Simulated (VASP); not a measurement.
# Na5Li11F16 (P1) in VASP: a series of runs, part 2 of 2

VASP 6.6.1. Earlier steps stand in the parts before.

### 3 Single point, HSE06

Contents of POSCAR:

```
Na5Li11F16
1.0
    8.4966990000      0.0000000000      0.0000000000
    0.0000000000      8.4966990000      0.0000000000
    0.0000000000      0.0000000000      8.4966990000
F Li Na
32 22 10
Direct
    0.2645690000      0.9980740000      0.9962330000
    0.2544640000      0.9879830000      0.5001480000
    0.2682230000      0.5007530000      0.0189130000
    0.2640330000      0.5089980000      0.4834260000
    0.7435540000      0.0024380000      0.0032350000
    0.7479170000      0.0106080000      0.4949350000
    0.7426810000      0.4995220000      0.0025150000
    0.7364530000      0.4878650000      0.4934960000
    0.9779940000      0.2536880000      0.9994400000
    0.9872530000      0.2339270000      0.4992760000
    0.9821060000      0.7517230000      0.0102990000
    0.0092160000      0.7646080000      0.4851040000
    0.5150310000      0.2504000000      0.9856410000
    0.5126540000      0.2434720000      0.5135780000
    0.5122580000      0.7510210000      0.9990370000
    0.4924070000      0.7522770000      0.5010800000
    0.9913230000      0.9847990000      0.2426160000
    0.9828050000      0.9986460000      0.7650270000
    0.9973080000      0.5175560000      0.2336090000
    0.9871600000      0.5012240000      0.7650760000
    0.5048840000      0.9845490000      0.2509040000
    0.5073240000      0.9957860000      0.7488980000
    0.5031370000      0.5177910000      0.2495630000
    0.5143380000      0.5076180000      0.7499840000
    0.2491870000      0.2223900000      0.2508570000
    0.2664330000      0.2342230000      0.7489100000
    0.2571680000      0.7564800000      0.2598970000
    0.2654250000      0.7629330000      0.7381740000
    0.7468200000      0.2531140000      0.2455040000
    0.7361070000      0.2500830000      0.7511280000
    0.7454970000      0.7490110000      0.2381850000
    0.7362490000      0.7526410000      0.7620060000
    0.9762900000      0.9945620000      0.0015080000
    0.9952610000      0.9971090000      0.4847210000
    0.9708250000      0.5042860000      0.0069990000
    0.5048620000      0.9948270000      0.9966680000
    0.5042890000      0.9959280000      0.5022820000
    0.5088150000      0.5073240000      0.9995320000
    0.5054860000      0.5100150000      0.5012850000
    0.2603880000      0.7615520000      0.4939040000
    0.7434920000      0.2483430000      0.9995520000
    0.7411180000      0.2452840000      0.5026100000
    0.7425860000      0.7528010000      0.0009580000
    0.2582020000      0.9898950000      0.2513650000
    0.2717670000      0.9963100000      0.7492230000
    0.2637500000      0.5307880000      0.2497200000
    0.7446360000      0.9985180000      0.2456210000
    0.7450830000      0.0040580000      0.7568030000
    0.7393670000      0.5026990000      0.2435980000
    0.7380300000      0.4917670000      0.7613280000
    0.9894820000      0.7542740000      0.2431170000
    0.5096740000      0.2411690000      0.7505130000
    0.5057930000      0.7539340000      0.2469440000
    0.5065350000      0.7535730000      0.7509470000
    0.9976630000      0.5013730000      0.4934290000
    0.2481720000      0.2484510000      0.0009300000
    0.2542990000      0.2449100000      0.4988140000
    0.2478570000      0.7512850000      0.0011120000
    0.7478090000      0.7513480000      0.4993560000
    0.2578960000      0.5006020000      0.7517510000
    0.9975050000      0.2494860000      0.2475030000
    0.9959730000      0.2457040000      0.7505180000
    0.9991760000      0.7536740000      0.7488130000
    0.4988920000      0.2511290000      0.2491160000
```

Contents of INCAR.step1:

```
ALGO = Normal
EDIFF = 1E-5
ENCUT = 520
GGA = PE
ISIF = 2
ISMEAR = -1
LASPH = True
LREAL = Auto
LWAVE = True
NBANDS = 218
NCORE = 4
NELM = 60
PREC = Accurate
SIGMA = 0.05
```

Contents of INCAR.step2:

```
ALGO = Normal
EDIFF = 1E-7
ENCUT = 520
GGA = PE
HFSCREEN = 0.2079
ISIF = 2
ISMEAR = -1
ISTART = 1
LASPH = True
LCHARG = True
LELF = True
LHFCALC = True
LREAL = Auto
LVHAR = True
LWAVE = False
NBANDS = 218
NCORE = 4
NELM = 60
PREC = Accurate
PRECFOCK = Fast
SIGMA = 0.05
```

Contents of KPOINTS:

```
k-points
0
Gamma
  1 1 1
```

Potentials or basis: VASP PAW PBE potentials, release 64 (F, Li_sv, Na_pv).

Started as:

```console
cat potpaw_PBE.64/F/POTCAR potpaw_PBE.64/Li_sv/POTCAR potpaw_PBE.64/Na_pv/POTCAR > POTCAR
cp INCAR.step1 INCAR
mpirun -np 4 vasp_gam > vasp.out
cp INCAR.step2 INCAR
mpirun -np 4 vasp_gam > vasp.out
```

OUTCAR:

```text
EDIFF = 1E-7
   ENCUT = 520
   GGA = PE
   HFSCREEN = 0.2079
   ISIF = 2
   ISMEAR = -1
   ISTART = 1
   LASPH = True
   LHFCALC = True
   LREAL = Auto
   NELM = 60
   PREC = Accurate
   PRECFOCK = Fast

 ion  position               nearest neighbor table
   1  0.265  0.998  0.996-  36 2.04  45 2.10  58 2.10  56 2.13  44 2.17
   2  0.254  0.988  0.500-  40 1.93  44 2.11  45 2.12  37 2.12  57 2.18  34 2.21
   3  0.268  0.501  0.019-  46 1.98  38 2.05  58 2.14  56 2.16  60 2.27
   4  0.264  0.509  0.483-  46 1.99  39 2.06  40 2.15  57 2.25  55 2.27  60 2.28
   5  0.744  0.002  0.003-  33 1.98  36 2.03  47 2.06  41 2.09  48 2.09  43 2.12
[... 561 lines left out ...]
  in kB        0.7786110      3.7806921      3.0171098      1.2663359     -1.5837481     -1.7929381
  external PRESSURE =       2.5254710 kB  Pullay stress =       0.0000000 kB

 VOLUME and BASIS-vectors are now :
 -----------------------------------------------------------------------------
  energy-cutoff  :      520.00
  volume of cell :      613.41
      direct lattice vectors                 reciprocal lattice vectors
     8.496699000  0.000000000  0.000000000     0.117692765  0.000000000  0.000000000
     0.000000000  8.496699000  0.000000000     0.000000000  0.117692765  0.000000000
     0.000000000  0.000000000  8.496699000     0.000000000  0.000000000  0.117692765

 POSITION                                       TOTAL-FORCE (eV/Angst)
 -----------------------------------------------------------------------------------
      2.24796      8.48033      8.46469         0.012124     -0.002474      0.001893
      2.16210      8.39459      4.24961        -0.003154     -0.009765      0.001506
      2.27901      4.25475      0.16070         0.019333     -0.001136      0.017863
      2.24341      4.32480      4.10753         0.004937     -0.012672     -0.014413
      6.31775      0.02071      0.02749         0.008394     -0.001625     -0.000542
      6.35483      0.09013      4.20531        -0.000581     -0.000421      0.001281
[... 56 lines left out ...]
      8.48970      6.40374      6.36244         0.007360     -0.007718     -0.004544
      4.23894      2.13377      2.11666        -0.004100      0.002052     -0.000392
 -----------------------------------------------------------------------------------
    total drift:                               -0.071216      0.025029      0.051151

  FREE ENERGIE OF THE ION-ELECTRON SYSTEM (eV)
  ---------------------------------------------------
  free  energy   TOTEN  =      -350.8041183577 eV

  energy  without entropy=     -350.8041183577  energy(sigma->0) =     -350.80411836
```

OSZICAR.step1:

```text
N       E                     dE             d eps       ncg     rms          rms(c)
DAV:   1     0.706213599482E+04    0.70621E+04   -0.18614E+05   436   0.215E+03
DAV:   2     0.863632906098E+03   -0.61985E+04   -0.59197E+04   492   0.659E+02
DAV:   3    -0.195383787503E+03   -0.10590E+04   -0.10329E+04   486   0.265E+02
DAV:   4    -0.303093949041E+03   -0.10771E+03   -0.10678E+03   648   0.789E+01
DAV:   5    -0.314748528484E+03   -0.11655E+02   -0.11600E+02   832   0.239E+01    0.283E+01
DAV:   6    -0.293889021674E+03    0.20860E+02   -0.10072E+02   616   0.265E+01    0.900E+00
DAV:   7    -0.294411581508E+03   -0.52256E+00   -0.77846E+00   784   0.591E+00    0.586E+00
DAV:   8    -0.294459866315E+03   -0.48285E-01   -0.11986E+00   600   0.480E+00    0.135E+00
DAV:   9    -0.294451669612E+03    0.81967E-02   -0.37926E-01   696   0.276E+00    0.481E-01
DAV:  10    -0.294462750484E+03   -0.11081E-01   -0.12457E-01   664   0.102E+00    0.211E-01
DAV:  11    -0.294462929369E+03   -0.17888E-03   -0.86928E-03   640   0.567E-01    0.131E-01
DAV:  12    -0.294462347621E+03    0.58175E-03   -0.45016E-03   664   0.403E-01    0.649E-02
DAV:  13    -0.294462467745E+03   -0.12012E-03   -0.28421E-03   656   0.201E-01    0.591E-02
DAV:  14    -0.294462428710E+03    0.39035E-04   -0.48459E-04   632   0.872E-02    0.250E-02
DAV:  15    -0.294462435858E+03   -0.71485E-05   -0.14915E-04   648   0.749E-02    0.261E-02
DAV:  16    -0.294462437471E+03   -0.16128E-05   -0.10779E-04   536   0.439E-02    0.939E-03
DAV:  17    -0.294462438603E+03   -0.11315E-05   -0.15129E-05   280   0.145E-02
   1 F= -.29446244E+03 E0= -.29446244E+03  d E =-.849752E-11
```

Wall time 10 min (4 MPI ranks of AMD EPYC 7R43 (Zen 3), shared host); peak memory 0.32 GiB.

Results:

```yaml
Free_energy: -350.8041 eV
Largest_force: 0.095 eV/Å
Band_gap_on_the_k_mesh: 9.80 eV
```

Forces in eV/Å, atoms in the order of the input:
```
F    0.012 -0.002  0.002
F   -0.003 -0.010  0.002
F    0.019 -0.001  0.018
F    0.005 -0.013 -0.014
F    0.008 -0.002 -0.001
F   -0.001  0.000  0.001
F    0.009 -0.002 -0.002
F   -0.006  0.009  0.003
F   -0.015 -0.004  0.002
F   -0.001 -0.012  0.001
F   -0.005  0.002  0.004
F   -0.016  0.012 -0.002
F    0.017  0.000 -0.005
F    0.009  0.001  0.002
F    0.013 -0.001 -0.001
F    0.001 -0.002  0.000
F    0.000 -0.012  0.003
F   -0.013  0.003  0.017
F    0.003  0.009 -0.016
F   -0.002  0.001  0.006
F    0.003 -0.015 -0.001
F   -0.003  0.000  0.000
F   -0.002  0.013 -0.001
F    0.019 -0.002 -0.001
F    0.003 -0.025  0.001
F    0.009 -0.011 -0.001
F   -0.001 -0.010 -0.002
F    0.004  0.006  0.006
F    0.001  0.000  0.003
F   -0.018  0.002 -0.004
F    0.005 -0.001 -0.001
F   -0.009  0.000 -0.006
Li  -0.081  0.045 -0.018
Li   0.048  0.032 -0.014
Li  -0.042 -0.043 -0.052
Li  -0.048  0.046  0.032
Li  -0.042  0.042 -0.024
Li  -0.052 -0.055  0.005
Li  -0.049 -0.046 -0.015
Li  -0.042 -0.031  0.050
Li   0.061  0.019  0.005
Li   0.050  0.042 -0.027
Li   0.057 -0.032 -0.009
Li  -0.049  0.051 -0.013
Li   0.074  0.039  0.008
Li  -0.009  0.029  0.000
Li   0.051  0.016  0.042
Li   0.049 -0.039 -0.052
Li   0.042 -0.032  0.052
Li   0.026  0.050 -0.035
Li   0.047 -0.040  0.050
Li  -0.043  0.048 -0.007
Li  -0.050 -0.039  0.031
Li  -0.052 -0.037 -0.012
Na   0.004 -0.004  0.004
Na  -0.007  0.004 -0.003
Na  -0.004  0.005  0.000
Na  -0.005 -0.003 -0.004
Na   0.006 -0.002  0.001
Na  -0.006 -0.004  0.000
Na   0.008  0.003  0.002
Na   0.011  0.007 -0.004
Na   0.007 -0.008 -0.005
Na  -0.004  0.002  0.000
```

Caveat: the k points lie up to 0.74 Å⁻¹ apart; the cutoff is under 1.25 times the usual one of these potentials, so pressure, stress and relaxed cells hold a basis-set (Pulay) error; the PAW data sets were made with another functional, which shifts forces and pressure a little.
